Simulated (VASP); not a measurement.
# Pt (Immm) in VASP: single point with r2SCAN

Aim: the single point of Pt with r2SCAN.

Everything below comes from runs of VASP 6.6.1. Logs are shortened: lines on timing, memory, paths and dates and some standing lists are left out, and cuts for length are marked.

## Step 1: The cell of the first run

Symmetry: Immm, No. 71, orthorhombic system. Conventional cell: a = 2.730 Å, b = 2.842 Å, c = 3.940 Å, α = 90.00°, β = 90.00°, γ = 90.00°. Within 3.6 Å of Pt (site symmetry mmm) lie 12 Pt at 2.73 to 2.84 Å.

## Step 2: Single point, r2SCAN (strain -0.0400 x Voigt [0, 0, 0, 1, 0, 0])

File POSCAR:

```
Pt
1.0
    0.0000000000      1.9307081735      1.9307081735
    1.9701103811     -0.0394022076      1.9701103811
    1.9701103811      1.9701103811     -0.0394022076
Pt
1
Direct
    0.0000000000      0.0000000000      0.0000000000
```

File INCAR.step1:

```
PREC = Accurate
ENCUT = 550
ISMEAR = 0
SIGMA = 0.15
LREAL = False
LASPH = True
NELM = 120
NBANDS = 11
GGA = PE
ALGO = Normal
EDIFF = 1E-5
LWAVE = True
LCHARG = False
GGA_COMPAT = False
```

File INCAR.step2:

```
PREC = Accurate
ENCUT = 550
EDIFF = 1E-6
ISMEAR = 0
SIGMA = 0.15
LREAL = False
LASPH = True
NELM = 120
ALGO = Normal
ISIF = 2
LWAVE = False
LCHARG = True
METAGGA = R2SCAN
LMIXTAU = True
LELF = True
LVHAR = True
NBANDS = 11
ISTART = 1
GGA_COMPAT = False
```

File KPOINTS:

```
Automatic mesh
0
Gamma
  26 26 26
```

Potentials or basis: VASP PAW PBE potentials, release 64 (Pt).

On the command line:

```sh
> cat potpaw_PBE.64/Pt/POTCAR > POTCAR
> cp INCAR.step1 INCAR
> mpirun -np 1 vasp_std > vasp.out
> cp INCAR.step2 INCAR
> mpirun -np 1 vasp_std > vasp.out
```

OUTCAR:

```text
PREC = Accurate
   ENCUT = 550
   EDIFF = 1E-6
   ISMEAR = 0
   LREAL = False
   LASPH = True
   NELM = 120
   ISIF = 2
   METAGGA = R2SCAN
   ISTART = 1

 ion  position               nearest neighbor table
   1  0.000  0.000  0.000-

  LATTYP: Found a body centered orthorhombic cell.
 ALAT       =     2.7304336839
 B/A-ratio  =     1.0408163265
 C/A-ratio  =     1.4430750636

  Lattice vectors:

 A1 = (  -1.9701103811,   0.0394022076,  -1.9701103811)
 A2 = (  -1.9701103811,  -0.0394022076,   1.9701103811)
 A3 = (   1.9701103811,   1.9701103811,  -0.0394022076)

Analysis of symmetry for initial positions (statically):
=====================================================================
 Subroutine PRICEL returns:
 Original cell was already a primitive cell.

 Routine SETGRP: Setting up the symmetry group for a
 body centered orthorhombic supercell.

 Subroutine GETGRP returns: Found  8 space group operations
 (whereof  8 operations were pure point group operations)
 out of a pool of  8 trial point group operations.

The static configuration has the point symmetry D_2h.

Analysis of symmetry for dynamics (positions and initial velocities):
=====================================================================
 Subroutine PRICEL returns:
 Original cell was already a primitive cell.

 Routine SETGRP: Setting up the symmetry group for a
 body centered orthorhombic supercell.

 Subroutine GETGRP returns: Found  8 space group operations
 (whereof  8 operations were pure point group operations)
 out of a pool of  8 trial point group operations.

The dynamic configuration has the point symmetry D_2h.

 Subroutine INISYM returns: Found  8 space group operations
 (whereof  8 operations are pure point group operations),
 and found     1 'primitive' translations

----------------------------------------------------------------------------------------

                                     Primitive cell

  volume of cell :      15.2872

  direct lattice vectors                    reciprocal lattice vectors
     0.000000000  1.930708174  1.930708174    -0.253792886  0.258972333  0.258972333
     1.970110381 -0.039402208  1.970110381     0.253792886 -0.248816555  0.248816555
     1.970110381  1.970110381 -0.039402208     0.253792886  0.248816555 -0.248816555

  length of vectors
     2.730433684  2.786435422  2.786435422     0.445582953  0.433855028  0.433855028

  position of ions in fractional coordinates (direct lattice)
     0.000000000  0.000000000  0.000000000

  ion indices of the primitive-cell ions
   primitive index   ion index
                 1           1

----------------------------------------------------------------------------------------

 KPOINTS: Automatic mesh

Automatic generation of k-mesh.
 Grid dimensions read from file:
 generate k-points for:   26   26   26

 Generating k-lattice:

  Cartesian coordinates                     Fractional coordinates (reciprocal lattice)
    -0.009761265  0.009960474  0.009960474     0.038461538  0.000000000  0.000000000
     0.009761265 -0.009569868  0.009569868     0.000000000  0.038461538 -0.000000000
     0.009761265  0.009569868 -0.009569868     0.000000000  0.000000000  0.038461538

  Length of vectors
     0.017137806  0.016686732  0.016686732

  Shift w.r.t. Gamma in fractional coordinates (k-lattice)
     0.000000000  0.000000000  0.000000000

 Subroutine IBZKPT returns following result:
 ===========================================

 Found   2471 irreducible k-points:

 Following reciprocal coordinates:
            Coordinates               Weight
  0.000000  0.000000  0.000000      1.000000
  0.038462  0.000000  0.000000      4.000000
  0.076923  0.000000  0.000000      4.000000
  0.115385  0.000000  0.000000      4.000000
  0.153846 -0.000000 -0.000000      4.000000
  0.192308  0.000000  0.000000      4.000000
[... 16 lines left out ...]
  0.307692  0.038462 -0.000000      8.000000
  0.346154  0.038462 -0.000000      8.000000
 [... further k-points ...]
   k-points           NKPTS =   2471   k-points in BZ     NKDIM =   2471   number of bands    NBANDS=     11
   number of dos      NEDOS =    301   number of ions     NIONS =      1
   total plane-waves  NPLWV =  13824
   dimension x,y,z NGX =    24 NGY =   24 NGZ =   24
   dimension x,y,z NGXF=    48 NGYF=   48 NGZF=   48
   ions per type =               1
   NGX,Y,Z   is equivalent  to a cutoff of  14.61, 14.32, 14.32 a.u.
   NGXF,Y,Z  is equivalent  to a cutoff of  29.23, 28.64, 28.64 a.u.
 SYSTEM =  unknown system
   PREC   = accura    normal or accurate (medium, high low for compatibility)
   ISTART =      1    job   : 0-new  1-cont  2-samecut
   ICHARG =      0    charge: 1-file 2-atom 10-const
   ISPIN  =      1    spin polarized calculation?
   LNONCOLLINEAR =      F non collinear calculations
   LSORBIT =      F    spin-orbit coupling
   LASPH  =      T    aspherical Exc in radial PAW
   ENCUT  =  550.0 eV  40.42 Ry    6.36 a.u.   5.22  5.33  5.33*2*pi/ulx,y,z
   NELM   =    120;   NELMIN=  2; NELMDL=  0     # of ELM steps
   EDIFF  = 0.1E-05   stopping-criterion for ELM
   LREAL  =      F    real-space projection
   EDIFFG = 0.1E-04   stopping-criterion for IOM
   NSW    =      0    number of steps for IOM
   IBRION =     -1    ionic relax: 0-MD 1-quasi-New 2-CG
   NFREE  =      0    steps in history (QN), initial steepest desc. (CG)
   ISIF   =      2    stress and relaxation
   ISYM   =      2    0-nonsym 1-usesym 2-fastsym
   POTIM  = 0.5000    time-step for ionic-motion
   TEBEG  =    0.0;   TEEND  =   0.0 temperature during run
   PSTRESS=    0.0 pullay stress
   NELECT =      10.0000    total number of electrons
   NUPDOWN=      -1.0000    fix difference up-down
   EMIN   =  10.00;   EMAX   =-10.00  energy-range for DOS
   EFERMI =   0.00;   METHOD = LEGACY
   ISMEAR =     0;   SIGMA  =   0.15  broadening in eV -4-tet -1-fermi 0-gaus
   EFERMI_NEDOS =   21; number of points for ismear=-14 and -15
   IALGO  =     38    algorithm
   IMIX   =      4    mixing-type and parameters
     AMIX     =   0.40;   BMIX     =  1.00
     AMIX_MAG =   1.60;   BMIX_MAG =  1.00
  volume/ion in A,a.u.               =      15.29       103.16
  Fermi-wavevector in a.u.,A,eV,Ry     =   1.421125  2.685536 27.478264  2.019595
  Thomas-Fermi vector in A             =   2.541967
   LORBIT       =      0    0 simple, 1 ext, 2 COOP (PROOUT), +10 PAW based schemes
   METAGGA = R2SCAN    functional components
   LHFCALC =     F    Hartree Fock is set to
   AEXX    =    0.0000 exact exchange contribution
   IVDW    =     0    specifies the selected vdW correction
   LEPSILON=     F    determine dielectric tensor
   LRPA    =     F    only Hartree local field effects (RPA)
 non-spin polarized calculation
 Gauss-broadening in eV      SIGMA  =   0.15
  energy-cutoff  :      550.00
  volume of cell :       15.29
 maximum number of plane-waves:       467
 NGX is ok and might be reduce to    24
   NGX = 11   NGY = 11   NGZ = 11

 number of electron      10.0000000 magnetization

 Free energy of the ion-electron system (eV)
  ---------------------------------------------------
  ext. energy  EPLUGINS =         0.00000000
  ---------------------------------------------------
  free energy    TOTEN  =       -51.50495246 eV

  energy without entropy =      -51.48480785  energy(sigma->0) =      -51.49488015

 E-fermi :  10.7485     XC(G=0): -14.5367

 val. band max:       10.7481057117   @ k =  -0.0385   0.5000   0.0385
 cond. band min:      10.7489989146   @ k =  -0.1923   0.2692   0.2308
 fundamental gap:      0.0008932030
 Fermi energy:        10.7484677430

 k-point     1 :       0.0000    0.0000    0.0000
  band No.  band energies     occupation
      1       0.4174      2.00000
      2       6.6912      2.00000
      3       6.8682      2.00000
      4       7.1710      2.00000
      5       9.0570      2.00000
      6       9.0717      2.00000
      7      26.2511      0.00000
      8      30.6979      0.00000
      9      31.3960      0.00000
     10      32.0722      0.00000
     11      37.1928      0.00000

 k-point     2 :       0.0385    0.0000    0.0000
  band No.  band energies     occupation
      1       0.4814      2.00000
      2       6.7175      2.00000
      3       6.8814      2.00000
      4       7.1581      2.00000
      5       9.0383      2.00000
      6       9.0533      2.00000
      7      26.3532      0.00000
      8      30.7964      0.00000
      9      31.2640      0.00000
     10      31.9156      0.00000
     11      37.5979      0.00000

 k-point     3 :       0.0769    0.0000    0.0000
  band No.  band energies     occupation
      1       0.6710      2.00000
      2       6.7920      2.00000
      3       6.8814      2.00000
      4       7.1612      2.00000
      5       8.9881      2.00000
      6       9.0033      2.00000
      7      26.6466      0.00000
      8      30.5253      0.00000
      9      31.0870      0.00000
     10      32.0265      0.00000
     11      38.4345      0.00000

 k-point     4 :       0.1154    0.0000    0.0000
  band No.  band energies     occupation
      1       0.9775      2.00000
      2       6.8032      2.00000
      3       6.9007      2.00000
      4       7.2506      2.00000
      5       8.9255      2.00000
      6       8.9385      2.00000
      7      27.0892      0.00000
      8      29.4574      0.00000
      9      31.5541      0.00000
     10      32.4232      0.00000
     11      38.5186      0.00000
[... 239 lines left out ...]
 k-point    22 :       0.2692    0.0385   -0.0000
  band No.  band energies     occupation
      1       2.7239      2.00000
      2       6.5904      2.00000
      3       7.1101      2.00000
      4       7.5619      2.00000
      5       9.0167      2.00000
      6       9.4328      2.00000
      7      24.9236      0.00000
      8      28.1428      0.00000
      9      33.1302      0.00000
     10      34.6881      0.00000
     11      35.0709      0.00000

 k-point    23 :       0.3077    0.0385   -0.0000
  band No.  band energies     occupation
      1       3.0939      2.00000
      2       6.8679      2.00000
      3       7.0302      2.00000
      4       7.4779      2.00000
      5       9.3569      2.00000
      6       9.7489      2.00000
      7      23.4814      0.00000
      8      27.6848      0.00000
      9      32.7507      0.00000
     10      34.1706      0.00000
     11      35.6765      0.00000

 k-point    24 :       0.3462    0.0385   -0.0000
  band No.  band energies     occupation
      1       3.3158      2.00000
      2       6.8630      2.00000
      3       7.3455      2.00000
      4       7.4825      2.00000
      5       9.7555      2.00000
      6      10.0996      2.00000
      7      21.9631      0.00000
      8      27.1243      0.00000
      9      32.0402      0.00000
     10      33.1107      0.00000
     11      36.7551      0.00000

 [... further k-points ...]
[... 5 lines left out ...]
  --------------------------------------------------------------------------------------
  -------------------------------------------------------------------------------------
  Total        0.0243524      0.1649834      0.1649834      0.0000000      0.2577152      0.0000000
  in kB        2.5522560     17.2911068     17.2911068      0.0000000     27.0098814      0.0000000
  external PRESSURE =      12.3781565 kB  Pullay stress =       0.0000000 kB

 VOLUME and BASIS-vectors are now :
 -----------------------------------------------------------------------------
  energy-cutoff  :      550.00
  volume of cell :       15.29
      direct lattice vectors                 reciprocal lattice vectors
     0.000000000  1.930708174  1.930708174    -0.253792886  0.258972333  0.258972333
     1.970110381 -0.039402208  1.970110381     0.253792886 -0.248816555  0.248816555
     1.970110381  1.970110381 -0.039402208     0.253792886  0.248816555 -0.248816555

 POSITION                                       TOTAL-FORCE (eV/Angst)
 -----------------------------------------------------------------------------------
      0.00000      0.00000      0.00000        -0.000000      0.000000      0.000000
 -----------------------------------------------------------------------------------
    total drift:                               -0.000000     -0.000000     -0.000000

  FREE ENERGIE OF THE ION-ELECTRON SYSTEM (eV)
  ---------------------------------------------------
  free  energy   TOTEN  =       -51.5049524564 eV

  energy  without entropy=      -51.4848078522  energy(sigma->0) =      -51.49488015
```

Run time: 21 min. Hardware: 1 thread of Intel Xeon 8259CL, shared host; peak memory 0.55 GiB.

Results:

| Quantity | Value |
| --- | --- |
| Free energy | -51.5050 eV |
| Pressure | 1.2 GPa |
| Band gap on the k mesh | zero (bands 5 and 6 overlap by 2.41 eV) |

Levels at points of the mesh, in eV from the Fermi level:
| k point | band 1 | band 2 | band 3 | band 4 | band 5 | band 6 | band 7 | band 8 | band 9 | band 10 |
| --- | --- | --- | --- | --- | --- | --- | --- | --- | --- | --- |
| (0.00, 0.00, 0.00) | -10.33 | -4.06 | -3.88 | -3.58 | -1.69 | -1.68 | 15.50 | 19.95 | 20.65 | 21.32 |
| (0.50, 0.00, 0.00) | -7.37 | -4.17 | -3.72 | -0.06 | -0.04 | 0.19 | 6.37 | 15.02 | 19.28 | 19.85 |
| (0.00, 0.50, 0.00) | -7.49 | -4.13 | -3.66 | -0.40 | -0.15 | 0.10 | 5.78 | 15.32 | 19.90 | 20.49 |
| (0.50, 0.50, 0.00) | -7.14 | -6.71 | -0.10 | 0.50 | 0.56 | 2.00 | 9.23 | 11.99 | 12.00 | 21.13 |
| (0.00, 0.50, 0.50) | -7.16 | -6.70 | -0.04 | 0.49 | 0.55 | 1.98 | 9.20 | 11.22 | 12.78 | 21.01 |

Caveat: the cell differs from its parent crystal (strain -0.0400 x Voigt [0, 0, 0, 1, 0, 0]); the PAW data sets were made with another functional, which shifts forces and pressure a little; spin-orbit coupling is left out, which moves the levels of the heavy elements.
